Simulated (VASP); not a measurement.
Sr2Li3Mo: relaxation of cell and atoms with PBE

Crystal: Sr2Li3Mo.

```
Li Sr Mo
1.0
     4.26857    0.00000    0.00000
    -2.13428    3.69669    0.00000
     0.00000    0.00000    8.27215
Li Sr Mo
3 2 1
Direct
  0.00000 0.00000 0.23440
  0.00000 0.00000 0.76560
  0.00000 0.00000 0.00000
  0.33333 0.66667 0.64389
  0.66667 0.33333 0.35611
  0.00000 0.00000 0.50000
```

The cell was built from a structure type or drawn by symmetry, and may not be a known phase.

```json
{"Program": "VASP 6.6.1", "Task": "relaxation of cell and atoms", "Functional": "PBE", "Potentials or basis": "VASP PAW PBE potentials, release 64 (Li_sv, Sr_sv, Mo_sv)", "Cutoff": "600 eV", "k mesh": "6 × 6 × 2", "Occupations": "gaussian, width 0.1 eV", "Spin": "no spin polarisation", "Dipole correction": "no", "Further INCAR settings": "ALGO = Fast; EDIFF = 1e-06; IBRION = 2; EDIFFG = -0.04; NSW = 90; ISIF = 3"}
```

```json
{
  "Relaxed volume": "38.35 Å³/atom",
  "Relaxed cell": "a = 4.980 Å, b = 4.980 Å, c = 10.711 Å, α = 90.00°, β = 90.00°, γ = 120.00°",
  "Space group after relaxing (to 0.1 Å)": "P-3m1 (No. 164)",
  "Energy gained by relaxing": "723.3 meV/atom",
  "Ionic steps": "14",
  "Pressure after relaxing": "0.0 GPa",
  "Largest force after relaxing": "0.022 eV/Å",
  "Band gap on the k mesh": "zero (an odd number of electrons rules out a gap without spin polarisation)"
}
```

Forces on the atoms (eV/Å):
```
Li   0.000  0.000 -0.022
Li   0.000  0.000  0.022
Li   0.000  0.000  0.000
Sr   0.000  0.000 -0.006
Sr   0.000  0.000  0.006
Mo   0.000  0.000  0.000
```

Stress tensor (GPa, compression positive):
```
-0.09  0.00  0.00
 0.00 -0.09  0.00
 0.00  0.00  0.10
```

Step by step:
| step | energy change (eV) | largest force (eV/Å) | pressure (GPa) | volume (Å³) |
| --- | --- | --- | --- | --- |
| 1 | 0.0000 | 0.9103 | 18.34 | 130.53 |
| 2 | -3.6715 | 0.5058 | 3.81 | 183.22 |
| 3 | -4.0623 | 0.6592 | -0.75 | 220.93 |
| 4 | -4.0881 | 0.6470 | 0.34 | 213.58 |
| 5 | -4.0896 | 0.6465 | -0.03 | 215.79 |
| 6 | -4.1519 | 0.4964 | -0.04 | 216.75 |
| 7 | -4.2459 | 0.3242 | -0.28 | 219.40 |
| 8 | -4.2513 | 0.3194 | -0.30 | 220.00 |
| 9 | -4.2811 | 0.2353 | 0.27 | 216.29 |
| 10 | -4.2890 | 0.0841 | 0.78 | 213.29 |
| 11 | -4.3084 | 0.0567 | 0.78 | 216.22 |
| 12 | -4.3288 | 0.0861 | 0.48 | 225.06 |
| 13 | -4.3396 | 0.0163 | -0.17 | 230.95 |
| 14 | -4.3396 | 0.0223 | -0.03 | 230.09 |

Final structure:
```xyz
6
Lattice="4.9804 0.0000 0.0000 -2.4902 4.3131 0.0000 0.0000 0.0000 10.7112" Properties=species:S:1:pos:R:3 pbc="T T T"
Li    0.0000    0.0000    2.7201
Li    0.0000    0.0000    7.9911
Li    0.0000    0.0000    0.0000
Sr    0.0000    2.8754    6.7176
Sr    2.4902    1.4377    3.9937
Mo    0.0000    0.0000    5.3556
```

Levels at points of the mesh, in eV from the Fermi level:
```csv
k point,band 17,band 18,band 19,band 20,band 21,band 22,band 23,band 24,band 25
"(0.00, 0.00, 0.00)",-1.42,-1.36,-0.49,-0.49,-0.32,-0.11,-0.11,0.49,1.61
"(0.50, 0.00, 0.00)",-0.85,-0.84,-0.65,-0.12,0.02,0.11,0.20,0.24,0.90
"(0.00, 0.00, 0.50)",-1.94,-0.49,-0.49,-0.36,-0.31,-0.12,-0.11,-0.11,1.64
"(0.50, 0.00, 0.50)",-0.87,-0.75,-0.68,-0.24,0.00,0.02,0.23,0.46,0.92
```

It took 42 min on 1 thread of Intel(R) Xeon(R) 6975P-C (Granite Rapids), with other jobs on the host, peak memory 0.38 GiB.

Caveat: the k points lie up to 0.29 Å⁻¹ apart in the final cell, too coarse for converged energies and pressures of a metal; the cutoff is under 1.25 times the usual one of these potentials, so pressure, stress and relaxed cells hold a basis-set (Pulay) error; the volume moved by over 15 % at a fixed basis, so the end points are rough.
